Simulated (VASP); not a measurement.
Here is a VASP 6.6.1 calculation.

Contents of POSCAR:

```
InSb
1.0
    0.0000000000      3.2570651000      3.2570651000
    3.2570651000      0.0000000000      3.2570651000
    3.2570651000      3.2570651000      0.0000000000
In Sb
1 1
Direct
    0.0000000000      0.0000000000      0.0000000000
    0.2500000000      0.2500000000      0.2500000000
```

File INCAR.step1:

```
SYSTEM = InSb
  PREC = Accurate
  ENCUT = 520
  ISMEAR = -1
  SIGMA = 0.1
  LREAL = .False.
  LASPH = .True.
  NELM = 100
  NBANDS = 16
  GGA = PE
  ALGO = Normal
  EDIFF = 1E-4
  LWAVE = .True.
  LCHARG = .False.
```

INCAR.step2

```
SYSTEM = InSb
  PREC = Accurate
  ENCUT = 520
  EDIFF = 1E-6
  ISMEAR = -1
  SIGMA = 0.1
  LREAL = .False.
  LASPH = .True.
  NELM = 100
  ALGO = Normal
  ISIF = 2
  LWAVE = .False.
  LCHARG = .False.
  METAGGA = R2SCAN
  LMIXTAU = .True.
  NBANDS = 16
  ISTART = 1
```

Contents of KPOINTS:

```
Automatic mesh
0
Gamma
  9 9 9
  0 0 0
```

Potentials or basis: VASP PAW PBE potentials, release 64 (In_d, Sb).

The run is started by

```console
$ cat potpaw_PBE.64/In_d/POTCAR potpaw_PBE.64/Sb/POTCAR > POTCAR
$ cp INCAR.step1 INCAR
$ mpirun -np 1 vasp_std > vasp.out
$ cp INCAR.step2 INCAR
$ mpirun -np 1 vasp_std > vasp.out
```

**Question.** Predict the pressure.

**Answer.** 0.9 GPa.

Caveat: the PAW data sets were made with another functional, which shifts forces and pressure a little.
